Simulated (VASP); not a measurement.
# Al16CN14 (a cell with a defect) in VASP: notebook, part 2 of 2

VASP 6.6.1. The steps go on from the part before.

## Step 4: Relaxation of the atoms, PBE

The input, INCAR:

```
PREC = Accurate
ENCUT = 520
EDIFF = 1E-6
ISMEAR = 0
SIGMA = 0.01
LREAL = Auto
LASPH = True
NELM = 100
ALGO = Normal
ISIF = 2
LWAVE = False
LCHARG = False
GGA = PE
IBRION = 2
NSW = 100
EDIFFG = -0.03
```

The input, KPOINTS:

```
Automatic mesh
0
Gamma
  1 1 1
  0.25 0.25 0.25
```

The input, POSCAR:

```
Al16CN14
1.0
    6.2595139100      0.0000000600      0.0000000000
   -3.1297570100      5.4208980300      0.0000000000
    0.0000000000      0.0000000000     10.0348065900
Al N C
16 14 1
Direct
    0.3333333300      0.1666666700      0.2496176900
    0.1666666700      0.3333333300      0.4996176900
    0.3333333300      0.1666666700      0.7496176900
    0.1666666700      0.3333333300      0.9996176900
    0.3333333300      0.6666666700      0.2496176900
    0.1666666700      0.8333333300      0.4996176900
    0.3333333300      0.6666666700      0.7496176900
    0.1666666700      0.8333333300      0.9996176900
    0.8333333300      0.1666666700      0.2496176900
    0.6666666700      0.3333333300      0.4996176900
    0.8333333300      0.1666666700      0.7496176900
    0.6666666700      0.3333333300      0.9996176900
    0.8333333300      0.6666666700      0.2496176900
    0.6666666700      0.8333333300      0.4996176900
    0.8333333300      0.6666666700      0.7496176900
    0.6666666700      0.8333333300      0.9996176900
    0.3333333300      0.1666666700      0.4403823100
    0.1666666700      0.3333333300      0.1903823100
    0.3333333300      0.1666666700      0.9403823100
    0.1666666700      0.3333333300      0.6903823100
    0.3333333300      0.6666666700      0.4403823100
    0.3333333300      0.6666666700      0.9403823100
    0.1666666700      0.8333333300      0.6903823100
    0.8333333300      0.1666666700      0.4403823100
    0.6666666700      0.3333333300      0.1903823100
    0.8333333300      0.1666666700      0.9403823100
    0.6666666700      0.3333333300      0.6903823100
    0.6666666700      0.8333333300      0.1903823100
    0.8333333300      0.6666666700      0.9403823100
    0.6666666700      0.8333333300      0.6903823100
    0.8333333300      0.6666666700      0.4403823100
```

Potentials or basis: VASP PAW PBE potentials, release 64 (Al, N, C).

Run with:

```
> cat potpaw_PBE.64/Al/POTCAR potpaw_PBE.64/N/POTCAR potpaw_PBE.64/C/POTCAR > POTCAR
> mpirun -np 1 vasp_std > vasp.out
```

OUTCAR:

```text
PREC = Accurate
   ENCUT = 520
   EDIFF = 1E-6
   ISMEAR = 0
   LREAL = Auto
   LASPH = True
   NELM = 100
   ISIF = 2
   GGA = PE
   IBRION = 2
   NSW = 100
   EDIFFG = -0.03

 ion  position               nearest neighbor table
   1  0.333  0.167  0.250-  18 1.90  25 1.90  17 1.91   4 3.09   2 3.09  12 3.09  10 3.09   8 3.09
                             6 3.09  13 3.13  13 3.13   9 3.13   9 3.13   5 3.13   5 3.13
   2  0.167  0.333  0.500-  17 1.90  24 1.90  21 1.90  20 1.91   1 3.09   3 3.09   9 3.09  11 3.09
                             5 3.09   7 3.09  14 3.13  14 3.13  10 3.13  10 3.13   6 3.13   6 3.13
   3  0.333  0.167  0.750-  20 1.90  27 1.90  23 1.90  19 1.91   2 3.09   4 3.09  10 3.09  12 3.09
                             6 3.09   8 3.09  15 3.13  15 3.13  11 3.13  11 3.13   7 3.13   7 3.13
   4  0.167  0.333  1.000-  19 1.90  26 1.90  22 1.90  18 1.91   1 3.09   3 3.09   9 3.09  11 3.09
                             5 3.09   7 3.09  16 3.13  16 3.13  12 3.13  12 3.13   8 3.13   8 3.13
   5  0.333  0.667  0.250-  28 1.90  18 1.90  21 1.91   8 3.09   6 3.09  16 3.09  14 3.09   4 3.09
[... 603 lines left out ...]
 cond. band min:       9.1945831564   @ k =  -0.2500   0.5000   0.2500
 fundamental gap:      2.6685656666
 Fermi energy:         6.5788325434

 k-point     1 :       0.2500    0.2500    0.2500
  band No.  band energies     occupation
      1      -8.7082      2.00000
      2      -8.2381      2.00000
      3      -8.1615      2.00000
      4      -8.0137      2.00000
      5      -7.7581      2.00000
      6      -7.6697      2.00000
[... 217 lines left out ...]
     72      12.6833      0.00000
     73      12.7655      0.00000
 [bands above 73 left out]

------------------------ aborting loop because EDIFF is reached ----------------------------------------

  FORCE on cell =-STRESS in cart. coord.  units (eV):
  Direction    XX          YY          ZZ          XY          YZ          ZX
  --------------------------------------------------------------------------------------
  -------------------------------------------------------------------------------------
  Total        1.5331835      0.8418549      5.4538804      0.5987081      0.3368038      0.5833613
  in kB        7.2141283      3.9612019     25.6622858      2.8171170      1.5847718      2.7449053
  external PRESSURE =      12.2792053 kB  Pullay stress =       0.0000000 kB
[... 46 lines left out ...]
  FREE ENERGIE OF THE ION-ELECTRON SYSTEM (eV)
  ---------------------------------------------------
  free  energy   TOTEN  =      -225.4578617542 eV

  energy  without entropy=     -225.4578617542  energy(sigma->0) =     -225.45786175

 reached required accuracy - stopping structural energy minimisation
```

CONTCAR:

```text
Al16CN14
   1.00000000000000
     6.2595139099999999    0.0000000600000000    0.0000000000000000
    -3.1297570100000001    5.4208980300000000    0.0000000000000000
     0.0000000000000000    0.0000000000000000   10.0348065900000005
  Al              N               C
    16    14     1
Direct
     0.3357018791223961    0.1690579954245075    0.2518417923428761
     0.1666161846398930    0.3333080873199496    0.4984900506409911
     0.3334268940702652    0.1668258312087733    0.7500729653754227
     0.1649406741877416    0.3324703320938738    0.0009309335064278
     0.3357018791223961    0.6666438936978822    0.2518417923428761
     0.1679161281348747    0.8339580590674406    0.5008943060076158
[... 23 lines left out ...]
     0.6652254181480488    0.8341305625960209    0.6932300266870153
     0.8379597514187134    0.6689798807093535    0.4390319838549300

  0.00000000E+00  0.00000000E+00  0.00000000E+00
  0.00000000E+00  0.00000000E+00  0.00000000E+00
  0.00000000E+00  0.00000000E+00  0.00000000E+00
  0.00000000E+00  0.00000000E+00  0.00000000E+00
  0.00000000E+00  0.00000000E+00  0.00000000E+00
  0.00000000E+00  0.00000000E+00  0.00000000E+00
[... 23 lines left out ...]
  0.00000000E+00  0.00000000E+00  0.00000000E+00
  0.00000000E+00  0.00000000E+00  0.00000000E+00
```

Wall time 19 min (1 thread of Intel Xeon Platinum 8259CL at 2.50GHz (Skylake/Cascade Lake), shared host); peak memory 0.5 GiB.

Results:

```yaml
Free_energy: -225.4579 eV
Energy_gained_by_relaxing: 8.4 meV/atom
Ionic_steps: 14
Pressure_after_relaxing: 1.2 GPa
Largest_force_after_relaxing: 0.027 eV/Å
Band_gap_on_the_k_mesh: 2.67 eV
```

Forces on the atoms (eV/Å):
```
Al  -0.013 -0.001 -0.010
Al  -0.003 -0.002  0.003
Al   0.011  0.004 -0.003
Al  -0.003 -0.002 -0.010
Al  -0.007 -0.011 -0.010
Al   0.001  0.001  0.007
Al   0.009  0.007 -0.003
Al   0.004  0.002  0.007
Al  -0.001 -0.001 -0.005
Al   0.012  0.006  0.002
Al   0.003  0.002  0.011
Al  -0.001  0.002  0.014
Al  -0.020 -0.012  0.001
Al   0.011  0.008  0.002
Al   0.003  0.002  0.007
Al   0.001 -0.002  0.014
N   -0.002  0.011 -0.008
N   -0.006 -0.003 -0.016
N    0.000  0.010 -0.005
N    0.007  0.004 -0.015
N    0.009 -0.007 -0.008
N    0.009 -0.005 -0.005
N    0.004  0.002  0.027
N    0.009  0.005  0.002
N   -0.010 -0.007  0.010
N   -0.002 -0.001  0.005
N    0.004  0.000 -0.008
N   -0.011 -0.005  0.010
N   -0.008 -0.004 -0.002
N    0.002  0.004 -0.008
C   -0.014 -0.008 -0.005
```

Stress tensor (GPa, compression positive):
```
0.72 0.28 0.27
0.28 0.40 0.16
0.27 0.16 2.57
```

Step by step:
| step | energy change (eV) | largest force (eV/Å) | pressure (GPa) |
| --- | --- | --- | --- |
| 1 | 0.0000 | 1.2866 | 0.77 |
| 2 | -0.1148 | 1.3986 | 1.43 |
| 3 | -0.2110 | 0.6746 | 1.07 |
| 4 | -0.2439 | 0.1826 | 1.25 |
| 5 | -0.2442 | 0.1906 | 1.27 |
| 6 | -0.2534 | 0.1168 | 1.30 |
| 7 | -0.2538 | 0.1315 | 1.30 |
| 8 | -0.2575 | 0.0777 | 1.27 |
| 9 | -0.2577 | 0.0809 | 1.26 |
| 10 | -0.2593 | 0.0466 | 1.24 |
| 11 | -0.2593 | 0.0505 | 1.23 |
| 12 | -0.2600 | 0.0405 | 1.23 |
| 13 | -0.2601 | 0.0377 | 1.23 |
| 14 | -0.2606 | 0.0269 | 1.23 |

Final structure:
```
Al N C
1.0
     6.25951    0.00000    0.00000
    -3.12976    5.42090    0.00000
     0.00000    0.00000   10.03481
Al N C
16 14 1
Direct
  0.33570 0.16906 0.25184
  0.16662 0.33331 0.49849
  0.33343 0.16683 0.75007
  0.16494 0.33247 0.00093
  0.33570 0.66664 0.25184
  0.16792 0.83396 0.50089
  0.33343 0.66660 0.75007
  0.16748 0.83374 0.99658
  0.83106 0.16553 0.25314
  0.66991 0.33538 0.50060
  0.83396 0.16698 0.74928
  0.66754 0.33234 0.99738
  0.81483 0.65741 0.25209
  0.66991 0.83453 0.50060
  0.83484 0.66742 0.74552
  0.66754 0.83520 0.99738
  0.33533 0.16589 0.43888
  0.16543 0.33271 0.19075
  0.33221 0.16694 0.94203
  0.16785 0.33392 0.68986
  0.33533 0.66944 0.43888
  0.33221 0.66528 0.94203
  0.17112 0.83556 0.69324
  0.83303 0.16651 0.44073
  0.66389 0.32883 0.18548
  0.83519 0.16759 0.93925
  0.66523 0.33109 0.69323
  0.66389 0.83506 0.18548
  0.83466 0.66733 0.94082
  0.66523 0.83413 0.69323
  0.83796 0.66898 0.43903
```

Levels at points of the mesh, in eV from the valence-band top:
```
           k point  band 57  band 58  band 59  band 60  band 61  band 62  band 63  band 64  band 65  band 66
(0.25, 0.25, 0.25)    -1.33    -0.90    -0.55    -0.21    -0.08     2.69     3.22     3.67     4.74     5.34
```

Caveat: the k points lie up to 0.58 Å⁻¹ apart.

## Step 5: Relaxation of the atoms, PBE

The input, INCAR:

```
ALGO = Normal ; EDIFF = 1E-6
EDIFFG = -0.03 ; ENCUT = 520
GGA = PE ; IBRION = 2
ISIF = 2 ; ISMEAR = 0
LASPH = T ; LCHARG = F
LREAL = Auto ; LWAVE = F
NELECT = 120.0 ; NELM = 80
NSW = 100 ; PREC = Accurate
SIGMA = 0.01
```

KPOINTS is that of step 4.

POSCAR is that of step 4.

Run with:

```
> cat potpaw_PBE.64/Al/POTCAR potpaw_PBE.64/N/POTCAR potpaw_PBE.64/C/POTCAR > POTCAR
> mpirun -np 1 vasp_std > vasp.out
```

Wall time 35 min (1 thread of Intel Xeon Platinum 8259CL at 2.50GHz (Skylake/Cascade Lake), shared host); peak memory 0.51 GiB.

It converged, with:

| Quantity | Value |
| --- | --- |
| Free energy | -239.2385 eV |
| Energy gained by relaxing | 62.5 meV/atom |
| Ionic steps | 28 |
| Largest force after relaxing | 0.019 eV/Å |

Forces on the atoms (eV/Å):
```
Al  -0.002 -0.002 -0.005
Al  -0.001 -0.001  0.000
Al   0.005  0.000  0.000
Al  -0.006 -0.004  0.008
Al  -0.003 -0.001 -0.005
Al   0.000  0.000 -0.004
Al   0.003  0.004  0.000
Al   0.012  0.007  0.003
Al  -0.001  0.000  0.006
Al   0.007  0.004  0.001
Al   0.002  0.001  0.001
Al   0.006 -0.007  0.002
Al   0.009  0.005  0.003
Al   0.007  0.004  0.001
Al   0.001  0.001  0.006
Al  -0.003  0.008  0.002
N    0.001 -0.001  0.010
N    0.002  0.001 -0.005
N   -0.001 -0.007  0.001
N   -0.002 -0.001 -0.002
N    0.000  0.001  0.010
N   -0.007  0.003  0.001
N   -0.003 -0.002 -0.016
N   -0.005 -0.003 -0.001
N   -0.007 -0.009 -0.006
N    0.000  0.000 -0.002
N    0.005  0.005  0.005
N   -0.011 -0.001 -0.006
N    0.000  0.000 -0.003
N    0.007  0.002  0.005
C   -0.014 -0.008 -0.010
```

The path:
| step | energy change (eV) | largest force (eV/Å) | pressure (GPa) |
| --- | --- | --- | --- |
| 1 | 0.0000 | 2.1576 | -8.33 |
| 2 | -0.8210 | 1.4785 | -7.17 |
| 3 | -0.8250 | 1.4246 | -7.05 |
| 4 | -1.3230 | 1.1342 | -5.84 |
| 5 | -1.3898 | 1.2160 | -5.28 |
| 6 | -1.6403 | 0.8813 | -4.50 |
| 7 | -1.6494 | 0.7073 | -4.63 |
| 8 | -1.7893 | 0.6545 | -4.76 |
| 9 | -1.8014 | 0.6422 | -4.77 |
| 10 | -1.8786 | 0.3569 | -4.84 |
| 11 | -1.8793 | 0.3583 | -4.84 |
| 12 | -1.9091 | 0.2139 | -4.81 |
| 13 | -1.9099 | 0.2477 | -4.80 |
| 14 | -1.9258 | 0.1555 | -4.74 |
| 15 | -1.9261 | 0.1560 | -4.73 |
| 16 | -1.9315 | 0.0815 | -4.72 |
| 17 | -1.9315 | 0.0884 | -4.72 |
| 18 | -1.9334 | 0.0716 | -4.75 |
| 19 | -1.9334 | 0.0827 | -4.75 |
| 20 | -1.9347 | 0.0495 | -4.80 |
| 21 | -1.9347 | 0.0548 | -4.81 |
| 22 | -1.9356 | 0.0527 | -4.83 |
| 23 | -1.9356 | 0.0560 | -4.83 |
| 24 | -1.9364 | 0.0358 | -4.84 |
| 25 | -1.9365 | 0.0643 | -4.85 |
| 26 | -1.9370 | 0.0366 | -4.86 |
| 27 | -1.9370 | 0.0347 | -4.85 |
| 28 | -1.9372 | 0.0186 | -4.85 |

Final structure:
```xyz
31
Lattice="6.2595 0.0000 0.0000 -3.1298 5.4209 0.0000 0.0000 0.0000 10.0348" Properties=species:S:1:pos:R:3 pbc="T T T"
Al    1.5305    1.0866    2.6606
Al   -0.0072    1.8028    5.0578
Al    1.5724    0.9781    7.4989
Al   -0.0242    1.7930   10.0225
Al    0.1414    3.4926    2.6606
Al   -1.5100    4.5491    5.1120
Al    0.0684    3.5831    7.4989
Al   -1.5759    4.5111    9.3895
Al    4.6545    0.8803    2.5551
Al    3.2057    1.8274    5.0340
Al    4.7017    0.9076    7.5459
Al    3.1191    1.7804   10.0024
Al    2.9085    3.4862    2.5481
Al    1.6206    4.5730    5.0340
Al    3.0857    3.5885    7.4726
Al    1.5365    4.5215   10.0024
N     1.6066    0.9220    4.4705
N    -0.0383    1.7849    1.9209
N     1.5426    0.9248    9.4364
N    -0.0026    1.8055    6.9295
N     0.0370    3.6408    4.4705
N     0.0073    3.5840    9.4364
N    -1.5426    4.5303    7.0906
N     4.7213    0.9189    4.4134
N     3.0786    1.7355    1.8737
N     4.6852    0.8980    9.4463
N     3.1496    1.8035    6.9319
N     1.4774    4.5088    1.8737
N     3.0942    3.5934    9.4513
N     1.5718    4.5363    6.9319
C     3.2252    3.6690    4.3798
```

Levels at points of the mesh, in eV from the Fermi level:
```csv
k point,band 57,band 58,band 59,band 60,band 61,band 62,band 63,band 64
"(0.25, 0.25, 0.25)",-1.04,-0.75,-0.59,-0.09,1.12,3.38,3.90,4.19
```

Caveat: the k points lie up to 0.58 Å⁻¹ apart; the cell carries a net charge on a neutralising background, which shifts energy and pressure; the cell is charged against a uniform background, so pressure and absolute levels hang on convention.
